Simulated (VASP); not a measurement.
Crystal: HfB2.

```
CELL_PARAMETERS angstrom
3.14000 0.00000 0.00000
-1.57000 2.71932 0.00000
0.00000 0.00000 3.48000
ATOMIC_POSITIONS crystal
Hf 0.00000 0.00000 0.00000
B 0.66667 0.33333 0.50000
B 0.33333 0.66667 0.50000
```

- Program: VASP 6.6.1
- Task: relaxation of cell and atoms
- Functional: PBE
- Potentials or basis: VASP PAW PBE potentials, release 64 (Hf_pv, B)
- Cutoff: 600 eV
- k mesh: 10 × 10 × 8
- Occupations: fermi-dirac, width 0.05 eV
- Spin: no spin polarisation
- Hubbard terms: Hf d U = 2.0 eV

At the start: pressure 6.8 GPa; volume 9.90 Å³/atom.

**Question.** How do energy, volume and symmetry change on relaxing?

**Answer.** Over 4 steps the energy falls by 6.1 meV/atom and the volume is 10.18 Å³/atom (+2.7 %); space group P6/mmm (No. 191, to 0.05 Å).

Step by step:
```csv
step,energy change (eV),largest force (eV/Å),pressure (GPa),volume (Å³)
1,0.0000,0.0000,6.75,29.71
2,0.0067,0.0000,-7.56,31.55
3,-0.0174,0.0000,-0.20,30.54
4,-0.0182,0.0000,-0.03,30.53
```

Final structure:
```cif
data_structure
_symmetry_space_group_name_H-M 'P 1'
_symmetry_Int_Tables_number 1
_cell_length_a 3.1586
_cell_length_b 3.1586
_cell_length_c 3.5334
_cell_angle_alpha 90.000
_cell_angle_beta 90.000
_cell_angle_gamma 120.000
_cell_volume 30.53
loop_
_atom_site_label
_atom_site_type_symbol
_atom_site_fract_x
_atom_site_fract_y
_atom_site_fract_z
_atom_site_occupancy
Hf1 Hf 0.00000 0.00000 0.00000 1
B1 B 0.66667 0.33333 0.50000 1
B2 B 0.33333 0.66667 0.50000 1
```

Caveat: U without spin polarisation on a metal has little footing; the U is typed as a test and isn't derived for this compound.
